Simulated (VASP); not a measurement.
# MgO: single point with PBEsol

Crystal: MgO.

```
CELL_PARAMETERS angstrom
3.34869 0.00000 0.00000
-1.67435 2.90005 0.00000
0.00000 0.00000 4.88473
ATOMIC_POSITIONS crystal
Mg 0.33333 0.66667 0.95644
Mg 0.66667 0.33333 0.45644
O 0.33333 0.66667 0.40094
O 0.66667 0.33333 0.90094
```

This cell differs from its parent crystal: c/a of the conventional cell at fixed volume 1.4587.

```json
{
  "Program": "VASP 6.6.1",
  "Task": "single point",
  "Functional": "PBEsol",
  "Potentials or basis": "VASP PAW PBE potentials, release 64 (Mg, O)",
  "Cutoff": "520 eV",
  "k mesh": "9 × 9 × 6",
  "Occupations": "gaussian, width 0.05 eV",
  "Spin": "no spin polarisation"
}
```

```
Pressure               : -1.8 GPa
Largest force          : 0.433 eV/Å
Band gap on the k mesh : 2.97 eV, direct
```

Forces on the atoms (eV/Å):
```
Mg   0.000  0.000  0.433
Mg   0.000  0.000  0.433
O    0.000  0.000 -0.433
O    0.000  0.000 -0.433
```

Stress tensor (GPa, compression positive):
```
 2.10  0.00  0.00
 0.00  2.10  0.00
 0.00  0.00 -9.48
```

Levels at points of the mesh, in eV from the valence-band top:
```tsv
k point	band 4	band 5	band 6	band 7	band 8	band 9	band 10	band 11	band 12	band 13
(0.00, 0.00, 0.00)	-1.27	-1.27	-0.84	-0.84	0.00	2.97	8.36	10.06	13.42	13.42
(0.00, 0.00, 0.50)	-2.26	-1.06	-1.06	-1.06	-1.06	5.70	5.70	12.88	12.88	13.83
```

Run time: 24 s on 1 thread of Intel(R) Xeon(R) 6975P-C (Granite Rapids), with other jobs on the host, peak memory 0.18 GiB.

Caveat: the PAW data sets were made with another functional, which shifts forces and pressure a little.
